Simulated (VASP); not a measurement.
# La (P6_3/mmc) in VASP: notebook

Runs on La. Level: r2SCAN. Tasks: single point.

Program: VASP 6.6.1. These are calculated values, not measurements. Logs are shortened: lines on timing, memory, paths and dates and some standing lists are left out, and cuts for length are marked.

## 1. The cell of the first run

It takes space group P6_3/mmc (No. 194, hexagonal). Conventional cell: a = 3.787 Å, b = 3.787 Å, c = 12.062 Å, α = 90.00°, β = 90.00°, γ = 120.00°. La (site symmetry -3m) has 12 La at 3.72 to 3.79 Å within 4.9 Å. Within 4.9 Å of La (site symmetry -6m2) lie 12 La at 3.72 to 3.79 Å.

## 2. Single point, r2SCAN

The input, POSCAR:

```
La
1.0
    3.7871652420      0.0000000000      0.0000000000
   -1.8935826210      3.2797813079      0.0000000000
    0.0000000000      0.0000000000     12.0620946415
La
4
Direct
    1.0000000000      0.0000000000      0.0000000000
    1.0000000000      0.0000000000      0.5000000000
    0.3333333333      0.6666666667      0.7500000000
    0.6666666667      0.3333333333      0.2500000000
```

The input, INCAR.step1:

```
ALGO = Normal ; EDIFF = 1E-4
ENCUT = 520 ; GGA = PE
ISMEAR = 1 ; LASPH = T
LCHARG = F ; LREAL = F
LWAVE = T ; NBANDS = 30
NELM = 100 ; PREC = Accurate
SIGMA = 0.2
```

The input, INCAR.step2:

```
ALGO = Normal ; EDIFF = 1E-6
ENCUT = 520 ; ISIF = 2
ISMEAR = 1 ; ISTART = 1
LASPH = T ; LCHARG = T
LELF = T ; LMIXTAU = T
LREAL = F ; LVHAR = T
LWAVE = F ; METAGGA = R2SCAN
NBANDS = 30 ; NELM = 100
PREC = Accurate ; SIGMA = 0.2
```

The input, KPOINTS:

```
k-points
0
Gamma
  10 10 3
```

Potentials or basis: VASP PAW PBE potentials, release 64 (La).

Run with:

```sh
$ cat potpaw_PBE.64/La/POTCAR > POTCAR
$ cp INCAR.step1 INCAR
$ mpirun -np 1 vasp_std > vasp.out
$ cp INCAR.step2 INCAR
$ mpirun -np 1 vasp_std > vasp.out
```

OUTCAR:

```text
EDIFF = 1E-6
   ENCUT = 520
   ISIF = 2
   ISMEAR = 1
   ISTART = 1
   LASPH = T
   LREAL = F
   METAGGA = R2SCAN
   NELM = 100
   PREC = Accurate

 ion  position               nearest neighbor table
   1  0.000  0.000  0.000-
   2  0.000  0.000  0.500-
   3  0.333  0.667  0.750-
   4  0.667  0.333  0.250-

  LATTYP: Found a hexagonal cell.
 ALAT       =     3.7871652420
 C/A-ratio  =     3.1849929619

  Lattice vectors:

 A1 = (   3.7871652420,   0.0000000000,   0.0000000000)
 A2 = (  -1.8935826210,   3.2797813079,   0.0000000000)
 A3 = (   0.0000000000,   0.0000000000,  12.0620946415)

Analysis of symmetry for initial positions (statically):
=====================================================================
 Subroutine PRICEL returns:
 Original cell was already a primitive cell.

 Routine SETGRP: Setting up the symmetry group for a
 hexagonal supercell.

 Subroutine GETGRP returns: Found 24 space group operations
 (whereof 12 operations were pure point group operations)
 out of a pool of 24 trial point group operations.

The static configuration has the point symmetry D_3d.
 The point group associated with its full space group is D_6h.

Analysis of symmetry for dynamics (positions and initial velocities):
=====================================================================
 Subroutine PRICEL returns:
 Original cell was already a primitive cell.

 Routine SETGRP: Setting up the symmetry group for a
 hexagonal supercell.

 Subroutine GETGRP returns: Found 24 space group operations
 (whereof 12 operations were pure point group operations)
 out of a pool of 24 trial point group operations.

The dynamic configuration has the point symmetry D_3d.
 The point group associated with its full space group is D_6h.

 Subroutine INISYM returns: Found 24 space group operations
 (whereof 12 operations are pure point group operations),
 and found     1 'primitive' translations

----------------------------------------------------------------------------------------

                                     Primitive cell

  volume of cell :     149.8242

[... 86 lines left out ...]
   ISPIN  =      1    spin polarized calculation?
   LNONCOLLINEAR =      F non collinear calculations
   LSORBIT =      F    spin-orbit coupling
   LASPH  =      T    aspherical Exc in radial PAW
   ENCUT  =  520.0 eV  38.22 Ry    6.18 a.u.   7.04  7.04 22.43*2*pi/ulx,y,z
   NELM   =    100;   NELMIN=  2; NELMDL=  0     # of ELM steps
   EDIFF  = 0.1E-05   stopping-criterion for ELM
   LREAL  =      F    real-space projection
   EDIFFG = 0.1E-04   stopping-criterion for IOM
   NSW    =      0    number of steps for IOM
   IBRION =     -1    ionic relax: 0-MD 1-quasi-New 2-CG
   NFREE  =      0    steps in history (QN), initial steepest desc. (CG)
   ISIF   =      2    stress and relaxation
   ISYM   =      2    0-nonsym 1-usesym 2-fastsym
   POTIM  = 0.5000    time-step for ionic-motion
   TEBEG  =    0.0;   TEEND  =   0.0 temperature during run
   PSTRESS=    0.0 pullay stress
   NELECT =      44.0000    total number of electrons
   NUPDOWN=      -1.0000    fix difference up-down
   EMIN   =  10.00;   EMAX   =-10.00  energy-range for DOS
   EFERMI =   0.00;   METHOD = LEGACY
   ISMEAR =     1;   SIGMA  =   0.20  broadening in eV -4-tet -1-fermi 0-gaus
   EFERMI_NEDOS =   21; number of points for ismear=-14 and -15
   IALGO  =     38    algorithm
   IMIX   =      4    mixing-type and parameters
     AMIX     =   0.40;   BMIX     =  1.00
     AMIX_MAG =   1.60;   BMIX_MAG =  1.00
  volume/ion in A,a.u.               =      37.46       252.77
  Fermi-wavevector in a.u.,A,eV,Ry     =   1.088174  2.056351 16.110973  1.184123
  Thomas-Fermi vector in A             =   2.224350
   LORBIT       =      0    0 simple, 1 ext, 2 COOP (PROOUT), +10 PAW based schemes
   METAGGA = R2SCAN    functional components
   LHFCALC =     F    Hartree Fock is set to
   AEXX    =    0.0000 exact exchange contribution
   IVDW    =     0    specifies the selected vdW correction
   LEPSILON=     F    determine dielectric tensor
   LRPA    =     F    only Hartree local field effects (RPA)
 non-spin polarized calculation
 Methfessel and Paxton  Order N= 1 SIGMA  =   0.20
  energy-cutoff  :      520.00
  volume of cell :      149.82
 maximum number of plane-waves:      4055
   NGX = 15   NGY = 15   NGZ = 45

 number of electron      43.9999998 magnetization

 Free energy of the ion-electron system (eV)
  ---------------------------------------------------
  ext. energy  EPLUGINS =         0.00000000
  ---------------------------------------------------
  free energy    TOTEN  =      -118.96954894 eV

  energy without entropy =     -118.97695666  energy(sigma->0) =     -118.97201818

 E-fermi :   7.8946     XC(G=0): -10.1784

 val. band max:        7.8944310156   @ k =   0.2000   0.2000   0.3333
 cond. band min:       7.9336801590   @ k =   0.3000   0.2000   0.3333
 fundamental gap:      0.0392491435
 Fermi energy:         7.8946299179

 k-point     1 :       0.0000    0.0000    0.0000
  band No.  band energies     occupation
      1     -26.2037      2.00000
      2     -26.1065      2.00000
      3     -26.0773      2.00000
      4     -25.9762      2.00000
      5     -10.1676      2.00000
      6      -9.4884      2.00000
[... 781 lines left out ...]
     29       9.7458     -0.00000
     30       9.8231     -0.00000

 [... further k-points ...]

------------------------ aborting loop because EDIFF is reached ----------------------------------------

  FORCE on cell =-STRESS in cart. coord.  units (eV):
  Direction    XX          YY          ZZ          XY          YZ          ZX
  --------------------------------------------------------------------------------------
  -------------------------------------------------------------------------------------
  Total        0.0740604      0.0740604     -0.0603671      0.0000000      0.0000000     -0.0000000
  in kB        0.7919813      0.7919813     -0.6455483      0.0000000      0.0000000     -0.0000000
  external PRESSURE =       0.3128047 kB  Pullay stress =       0.0000000 kB

 VOLUME and BASIS-vectors are now :
 -----------------------------------------------------------------------------
  energy-cutoff  :      520.00
  volume of cell :      149.82
      direct lattice vectors                 reciprocal lattice vectors
     3.787165242  0.000000000  0.000000000     0.264049741  0.152449189  0.000000000
    -1.893582621  3.279781308  0.000000000     0.000000000  0.304898378  0.000000000
     0.000000000  0.000000000 12.062094641     0.000000000  0.000000000  0.082904340

 POSITION                                       TOTAL-FORCE (eV/Angst)
 -----------------------------------------------------------------------------------
      0.00000      0.00000      0.00000        -0.000000      0.000000     -0.000000
      0.00000      0.00000      6.03105        -0.000000      0.000000     -0.000000
     -0.00000      2.18652      9.04657        -0.000000      0.000000      0.000000
      1.89358      1.09326      3.01552         0.000000     -0.000000      0.000000
 -----------------------------------------------------------------------------------
    total drift:                               -0.000000     -0.000000      0.000000

  FREE ENERGIE OF THE ION-ELECTRON SYSTEM (eV)
  ---------------------------------------------------
  free  energy   TOTEN  =      -118.9695489414 eV

  energy  without entropy=     -118.9769566598  energy(sigma->0) =     -118.97201818
```

OUTCAR.step1:

```text
EDIFF = 1E-4
   ENCUT = 520
   GGA = PE
   ISMEAR = 1
[... 1023 lines left out ...]
      0.00000      0.00000      0.00000        -0.000000      0.000000      0.000000
      0.00000      0.00000      6.03105        -0.000000      0.000000      0.000000
     -0.00000      2.18652      9.04657        -0.000000      0.000000     -0.000000
      1.89358      1.09326      3.01552         0.000000      0.000000     -0.000000
 -----------------------------------------------------------------------------------
    total drift:                               -0.000000      0.000000      0.000000

  FREE ENERGIE OF THE ION-ELECTRON SYSTEM (eV)
  ---------------------------------------------------
  free  energy   TOTEN  =       -19.5403400075 eV

  energy  without entropy=      -19.5420141672  energy(sigma->0) =      -19.54089806
```

OSZICAR.step1:

```text
N       E                     dE             d eps       ncg     rms          rms(c)
DAV:   1     0.573871677008E+03    0.57387E+03   -0.14550E+04  1688   0.199E+03
DAV:   2     0.114378712714E+03   -0.45949E+03   -0.44879E+03  2456   0.391E+02
DAV:   3    -0.352023318993E+01   -0.11790E+03   -0.11541E+03  2808   0.234E+02
DAV:   4    -0.172305990463E+02   -0.13710E+02   -0.13318E+02  3136   0.838E+01
DAV:   5    -0.192363015638E+02   -0.20057E+01   -0.19491E+01  3320   0.335E+01    0.498E+00
DAV:   6    -0.194897387631E+02   -0.25344E+00   -0.27474E+00  3328   0.132E+01    0.247E+00
DAV:   7    -0.195284856854E+02   -0.38747E-01   -0.40648E-01  3328   0.585E+00    0.665E-01
DAV:   8    -0.195380448951E+02   -0.95592E-02   -0.59392E-02  3360   0.208E+00    0.198E-01
DAV:   9    -0.195397040815E+02   -0.16592E-02   -0.77147E-03  2896   0.837E-01    0.125E-01
DAV:  10    -0.195403336113E+02   -0.62953E-03   -0.22951E-03  2680   0.439E-01    0.293E-02
DAV:  11    -0.195403400075E+02   -0.63962E-05   -0.21459E-04  1928   0.217E-01
   1 F= -.19540340E+02 E0= -.19540898E+02  d E =0.167416E-02
```

It took 6.4 min on 1 thread of Intel Xeon 6975P-C (Granite Rapids), shared host; peak memory 0.34 GiB.

Results:

* Free energy: -118.9695 eV
* Pressure: 0.0 GPa
* Band gap on the k mesh: zero (bands 22 and 23 overlap by 1.29 eV)

Levels at points of the mesh, in eV from the Fermi level:
```tsv
k point	band 20	band 21	band 22	band 23	band 24	band 25
(0.00, 0.00, 0.00)	-1.82	0.53	0.70	1.35	1.35	1.43
(0.50, 0.00, 0.00)	-1.07	-0.66	-0.28	-0.21	0.53	1.00
```

Caveat: the PAW data sets were made with another functional, which shifts forces and pressure a little; spin-orbit coupling is left out, which moves the levels of the heavy elements.

## 3. Single point, r2SCAN

POSCAR is that of step 2.

The input, INCAR.step1:

```
PREC = Accurate ; ENCUT = 520
ISMEAR = 1 ; SIGMA = 0.3
LREAL = False ; LASPH = True
NELM = 80 ; NBANDS = 30
GGA = PE ; ALGO = Normal
EDIFF = 1E-4 ; LWAVE = True
LCHARG = False
```

The input, INCAR.step2:

```
PREC = Accurate ; ENCUT = 520
EDIFF = 1E-6 ; ISMEAR = 1
SIGMA = 0.3 ; LREAL = False
LASPH = True ; NELM = 80
ALGO = Normal ; ISIF = 2
LWAVE = False ; LCHARG = False
METAGGA = R2SCAN ; LMIXTAU = True
NBANDS = 30 ; ISTART = 1
```

The input, KPOINTS:

```
regular mesh
0
Gamma
  10 10 3
```

Potentials or basis: VASP PAW PBE potentials, release 64 (La).

Run with:

```sh
$ cat potpaw_PBE.64/La/POTCAR > POTCAR
$ cp INCAR.step1 INCAR
$ mpirun -np 1 vasp_std > vasp.out
$ cp INCAR.step2 INCAR
$ mpirun -np 1 vasp_std > vasp.out
```

OUTCAR:

```text
PREC = Accurate
   ENCUT = 520
   EDIFF = 1E-6
   ISMEAR = 1
   LREAL = False
   LASPH = True
   NELM = 80
   ISIF = 2
   METAGGA = R2SCAN
   ISTART = 1

 ion  position               nearest neighbor table
   1  0.000  0.000  0.000-
   2  0.000  0.000  0.500-
   3  0.333  0.667  0.750-
   4  0.667  0.333  0.250-

[... 991 lines left out ...]
------------------------ aborting loop because EDIFF is reached ----------------------------------------

  FORCE on cell =-STRESS in cart. coord.  units (eV):
  Direction    XX          YY          ZZ          XY          YZ          ZX
  --------------------------------------------------------------------------------------
  -------------------------------------------------------------------------------------
  Total        0.0178685      0.0178685     -0.0390081      0.0000000     -0.0000000      0.0000000
  in kB        0.1910810      0.1910810     -0.4171417      0.0000000     -0.0000000      0.0000000
  external PRESSURE =      -0.0116599 kB  Pullay stress =       0.0000000 kB

 VOLUME and BASIS-vectors are now :
 -----------------------------------------------------------------------------
  energy-cutoff  :      520.00
  volume of cell :      149.82
      direct lattice vectors                 reciprocal lattice vectors
     3.787165242  0.000000000  0.000000000     0.264049741  0.152449189  0.000000000
    -1.893582621  3.279781308  0.000000000     0.000000000  0.304898378  0.000000000
     0.000000000  0.000000000 12.062094641     0.000000000  0.000000000  0.082904340

 POSITION                                       TOTAL-FORCE (eV/Angst)
 -----------------------------------------------------------------------------------
      0.00000      0.00000      0.00000        -0.000000      0.000000     -0.000000
      0.00000      0.00000      6.03105        -0.000000      0.000000     -0.000000
     -0.00000      2.18652      9.04657         0.000000      0.000000      0.000000
      1.89358      1.09326      3.01552         0.000000     -0.000000     -0.000000
 -----------------------------------------------------------------------------------
    total drift:                               -0.000000     -0.000000      0.000000

  FREE ENERGIE OF THE ION-ELECTRON SYSTEM (eV)
  ---------------------------------------------------
  free  energy   TOTEN  =      -118.9671180406 eV

  energy  without entropy=     -118.9694468292  energy(sigma->0) =     -118.96789430
```

Run time: 5.8 min. Hardware: 1 thread of Intel Xeon 6975P-C (Granite Rapids), shared host; peak memory 0.34 GiB.

Results:

```
Free energy            : -118.9671 eV
Pressure               : 0.0 GPa
Band gap on the k mesh : zero (bands 22 and 23 overlap by 1.29 eV)
```

Caveat: the PAW data sets were made with another functional, which shifts forces and pressure a little; spin-orbit coupling is left out, which moves the levels of the heavy elements.

## 4. Single point, r2SCAN

POSCAR is that of step 3.

The input, INCAR.step1:

```
SYSTEM = La
  ALGO = Normal
  EDIFF = 1E-4
  ENCUT = 520
  GGA = PE
  ISMEAR = 1
  LASPH = .True.
  LCHARG = .False.
  LREAL = .False.
  LWAVE = .True.
  NBANDS = 30
  NELM = 60
  PREC = Accurate
  SIGMA = 0.6
```

The input, INCAR.step2:

```
SYSTEM = La
  ALGO = Normal
  EDIFF = 1E-6
  ENCUT = 520
  ISIF = 2
  ISMEAR = 1
  ISTART = 1
  LASPH = .True.
  LCHARG = .False.
  LMIXTAU = .True.
  LREAL = .False.
  LWAVE = .False.
  METAGGA = R2SCAN
  NBANDS = 30
  NELM = 60
  PREC = Accurate
  SIGMA = 0.6
```

The input, KPOINTS:

```
k-points
0
Gamma
  10 10 3
  0 0 0
```

Run with:

```sh
$ cat potpaw_PBE.64/La/POTCAR > POTCAR
$ cp INCAR.step1 INCAR
$ mpirun -np 1 vasp_std > vasp.out
$ cp INCAR.step2 INCAR
$ mpirun -np 1 vasp_std > vasp.out
```

It took 5.9 min on 1 thread of Intel Xeon 6975P-C (Granite Rapids), shared host; peak memory 0.34 GiB.

The run converged. Its results:

| Item | Value |
| --- | --- |
| Free energy | -118.9597 eV |
| Pressure | -0.1 GPa |
| Band gap on the k mesh | zero (bands 22 and 23 overlap by 1.29 eV) |

Levels at points of the mesh, in eV from the Fermi level:
```csv
k point,band 18,band 19,band 20,band 21,band 22,band 23,band 24,band 25,band 26,band 27
"(0.00, 0.00, 0.00)",-1.93,-1.92,-1.81,0.54,0.71,1.36,1.36,1.45,1.45,1.51
"(0.50, 0.00, 0.00)",-1.89,-1.59,-1.08,-0.64,-0.27,-0.20,0.54,1.02,1.28,1.72
```

Caveat: so wide a smearing shifts energies and pressures; the PAW data sets were made with another functional, which shifts forces and pressure a little; spin-orbit coupling is left out, which moves the levels of the heavy elements.

## 5. Single point, r2SCAN

POSCAR is that of step 4.

The input, INCAR.step1:

```
  PREC = Accurate
  ENCUT = 520
  ISMEAR = 1
  SIGMA = 1.0
  LREAL = False
  LASPH = True
  NELM = 80
  NBANDS = 30
  GGA = PE
  ALGO = Normal
  EDIFF = 1E-4
  LWAVE = True
  LCHARG = False
```

The input, INCAR.step2:

```
  PREC = Accurate
  ENCUT = 520
  EDIFF = 1E-6
  ISMEAR = 1
  SIGMA = 1.0
  LREAL = False
  LASPH = True
  NELM = 80
  ALGO = Normal
  ISIF = 2
  LWAVE = False
  LCHARG = False
  METAGGA = R2SCAN
  LMIXTAU = True
  NBANDS = 30
  ISTART = 1
```

The input, KPOINTS:

```
regular mesh
0
Gamma
  10 10 3
```

Run with:

```sh
$ cat potpaw_PBE.64/La/POTCAR > POTCAR
$ cp INCAR.step1 INCAR
$ mpirun -np 1 vasp_std > vasp.out
$ cp INCAR.step2 INCAR
$ mpirun -np 1 vasp_std > vasp.out
```

It took 11 min on 1 thread of Intel Xeon 6975P-C (Granite Rapids), shared host; peak memory 0.33 GiB.

It converged, with:

```
Free energy            : -118.9121 eV
Pressure               : -0.1 GPa
Band gap on the k mesh : zero (bands 22 and 23 overlap by 1.28 eV)
```

Stress tensor (GPa, compression positive):
```
-0.15  0.00  0.00
 0.00 -0.15  0.00
 0.00  0.00  0.11
```

Levels at points of the mesh, in eV from the Fermi level:
| k point | band 20 | band 21 | band 22 | band 23 | band 24 | band 25 |
| --- | --- | --- | --- | --- | --- | --- |
| (0.00, 0.00, 0.00) | -1.82 | 0.54 | 0.69 | 1.35 | 1.35 | 1.45 |
| (0.50, 0.00, 0.00) | -1.09 | -0.64 | -0.27 | -0.21 | 0.53 | 1.01 |

Caveat: the highest band is partly filled, so the run has too few bands; so wide a smearing shifts energies and pressures; the PAW data sets were made with another functional, which shifts forces and pressure a little; spin-orbit coupling is left out, which moves the levels of the heavy elements.

[end of part 1 of 2]

The gap in the log of VASP goes by the Fermi energy; the results here count the filled bands.